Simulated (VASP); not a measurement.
ZnCu, 2 atoms in the cell. Symmetry: Pm-3m, No. 221, cubic system. Conventional cell: a = 2.945 Å, b = 2.945 Å, c = 2.945 Å, α = 90.00°, β = 90.00°, γ = 90.00°. Within 3.4 Å of Zn (site symmetry m-3m) lie 8 Cu at 2.55 Å and 6 Zn at 2.94 Å. Cu (site symmetry m-3m) has 8 Zn at 2.55 Å and 6 Cu at 2.94 Å within 3.4 Å. 

| Property | Result |
| --- | --- |
| Program | VASP 6.6.1 |
| Task | single point |
| Functional | BLYP |
| Potentials or basis | VASP PAW PBE potentials, release 64 (Zn, Cu) |
| Cutoff | 520 eV |
| k mesh | 5 × 5 × 5 |
| Occupations | fermi-dirac, width 0.05 eV |
| Spin | no spin polarisation |
| Dipole correction | no |
| Further INCAR settings | ALGO = Fast; EDIFF = 1e-06; NBANDS = 18 |

Potentials or basis: VASP PAW PBE potentials, release 64 (Zn, Cu).

Launch:

```sh
$ cat potpaw_PBE.64/Zn/POTCAR potpaw_PBE.64/Cu/POTCAR > POTCAR
$ mpirun -np 1 vasp_std > vasp.out
```

Hardware: 1 thread of Intel Xeon 6975P-C, with other jobs on the host.

Q: How long does it take, and how much memory?

A: Wall time 17 s on 1 thread of Intel Xeon 6975P-C (shared host), peak memory 0.13 GiB. Counts: scf iterations 16, k points 10.
